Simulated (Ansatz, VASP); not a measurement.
## Al8N5: VASP beside Ansatz

```
Al N
1.0
     3.04177   -0.00708   -5.29925
     3.04032    0.00661    5.29835
    -3.04064   -5.19828   -0.00694
Al N
8 5
Cartesian
  1.5139 -0.8862 0.1512
  4.5560 -0.8866 0.1505
  -0.0054 -3.4864 0.0644
  3.0360 -3.2706 -0.5018
  3.0355 -2.0097 -2.8333
  3.0350 -1.7729 2.7095
  1.4470 -4.2380 -2.5736
  1.5828 -4.2313 2.7250
  1.5415 -0.8203 -3.2461
  1.4877 -0.8133 2.0530
  -0.0062 -1.7209 -0.6314
  1.4860 -4.3936 -0.6408
  -1.4964 -4.3939 -0.6409
```

Alike in both runs: functional PBE; k mesh 3 × 3 × 3; occupations gaussian, width 0.1 eV; no spin polarisation.

Ansatz relaxed the structure, and its values are those at the end. VASP's run is a single point on that final structure, the one shown.

|  | VASP | Ansatz |
| --- | --- | --- |
| version | VASP 6.6.1 | Ansatz 0.2.0 |
| potentials or method | VASP PAW PBE potentials, release 64 (Al, N), cutoff 520 eV | scalar-relativistic, plane waves, PAW |
| valence electrons in the cell | 49 | 49 |

```tsv
	VASP	Ansatz	Ansatz less VASP
gap on the k mesh at the Fermi level (eV)	none	none	-
pressure (GPa)	-0.2	-0.1	+0.16
rms of the force components (eV/Å)	0.010	0.007	-0.0026
```

A gap of «none» marks a metal or a gap that the smearing closes.

The k mesh is coarse, so the values compare programs but aren't converged.
